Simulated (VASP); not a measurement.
Input of a VASP 6.6.1 run:

The input INCAR:

```
SYSTEM = Al
PREC = Accurate
ENCUT = 520
EDIFF = 1E-6
ISMEAR = 0
SIGMA = 0.2
LREAL = .False.
LASPH = .True.
NELM = 100
ALGO = Fast
ISIF = 2
LWAVE = .False.
LCHARG = .False.
GGA = PE
NBANDS = 22
```

The input KPOINTS:

```
regular mesh
0
Gamma
  8 4 4
  0 0 0
```

Contents of POSCAR:

```
Al
1.0
    0.0000000000     -2.8265076084      0.0000000000
   -5.4784375495      0.0000000000      0.0000000000
    0.0000000000      0.0000000000     -8.9608308624
Al
8
Direct
    0.7500000000      0.0000000000      0.2500000000
    0.7500000000      0.5000000000      0.2500000000
    0.2500000000      1.0000000000      0.7500000000
    0.2500000000      0.5000000000      0.7500000000
    0.7500000000      0.7500000000      0.9790509341
    0.7500000000      0.2500000000      0.5209490659
    0.2500000000      0.2500000000      0.0209490659
    0.2500000000      0.7500000000      0.4790509341
```

Potentials or basis: VASP PAW PBE potentials, release 64 (Al).

The run is started by

```bash
$ cat potpaw_PBE.64/Al/POTCAR > POTCAR
$ mpirun -np 1 vasp_std > vasp.out
```

(1) Estimate the band gap on the k mesh.

(2) Estimate the pressure.

Results:

(1) zero (bands 12 and 13 overlap by 1.91 eV).

(2) 0.1 GPa.
